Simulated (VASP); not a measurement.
ZrB:

```xyz
2
Lattice="1.9614 -1.9857 0.0000 1.9614 1.9857 0.0000 0.0000 0.0000 4.0139" Properties=species:S:1:pos:R:3 pbc="T T T"
Zr    0.0000    0.0000    2.0070
B     1.9614    0.0000    2.0070
```

* Program: VASP 6.6.1
* Task: relaxation of cell and atoms
* Functional: BLYP
* Potentials or basis: VASP PAW PBE potentials, release 64 (Zr_sv, B)
* Cutoff: 600 eV
* k mesh: 10 × 10 × 7
* Occupations: fermi-dirac, width 0.05 eV
* Spin: no spin polarisation

At the start: pressure 81.7 GPa; volume 15.63 Å³/atom.

Problem. Where does the relaxation end?

Solution. Over 28 steps the energy falls by 2102.0 meV/atom and the volume is 18.22 Å³/atom (+16.5 %); space group P4/mmm (No. 123, to 0.05 Å).

The path:
| step | energy change (eV) | largest force (eV/Å) | pressure (GPa) | volume (Å³) |
| --- | --- | --- | --- | --- |
| 1 | 0.0000 | 0.0000 | 81.66 | 31.27 |
| 2 | -0.4314 | 0.0000 | -15.53 | 78.13 |
| 3 | -3.8203 | 0.0000 | -5.53 | 48.28 |
| 4 | -3.8637 | 0.0000 | -2.92 | 46.83 |
| 5 | -3.8738 | 0.0000 | -0.62 | 45.73 |
| 6 | -3.8731 | 0.0000 | -1.31 | 46.04 |
| 7 | -3.8826 | 0.0000 | -0.12 | 44.95 |
| 8 | -3.8873 | 0.0000 | 1.42 | 43.69 |
| 9 | -3.8906 | 0.0000 | 1.49 | 43.50 |
| 10 | -3.9010 | 0.0000 | 1.66 | 42.93 |
| 11 | -3.9256 | 0.0000 | 2.15 | 41.79 |
| 12 | -3.9933 | 0.0000 | 3.32 | 39.50 |
| 13 | -4.1192 | 0.0000 | 7.36 | 34.90 |
| 14 | -4.1290 | 0.0000 | 7.24 | 34.69 |
| 15 | -4.1390 | 0.0000 | 7.09 | 34.08 |
| 16 | -4.1494 | 0.0000 | 6.39 | 34.28 |
| 17 | -4.1747 | 0.0000 | 4.36 | 34.91 |
| 18 | -4.2005 | 0.0000 | 0.73 | 36.17 |
| 19 | -4.2023 | 0.0000 | -0.34 | 36.59 |
| 20 | -4.2023 | 0.0000 | -0.47 | 36.64 |
| 21 | -4.2028 | 0.0000 | -0.39 | 36.61 |
| 22 | -4.2037 | 0.0000 | -0.16 | 36.53 |
| 23 | -4.2029 | 0.0000 | 0.37 | 36.36 |
| 24 | -4.2038 | 0.0000 | -0.01 | 36.48 |
| 25 | -4.2038 | 0.0000 | -0.01 | 36.48 |
| 26 | -4.2039 | 0.0000 | -0.03 | 36.48 |
| 27 | -4.2039 | 0.0000 | -0.11 | 36.47 |
| 28 | -4.2039 | 0.0000 | -0.03 | 36.43 |

Final structure:
```
Zr B
1.0
     2.43582   -2.43708    0.00000
     2.43582    2.43708    0.00000
     0.00000    0.00000    3.06871
Zr B
1 1
Direct
  0.00000 0.00000 0.50000
  0.50000 0.50000 0.50000
```

Caveat: the volume moved by over 15 % at a fixed basis, so the end points are rough; the PAW data sets were made with another functional, which shifts forces and pressure a little.
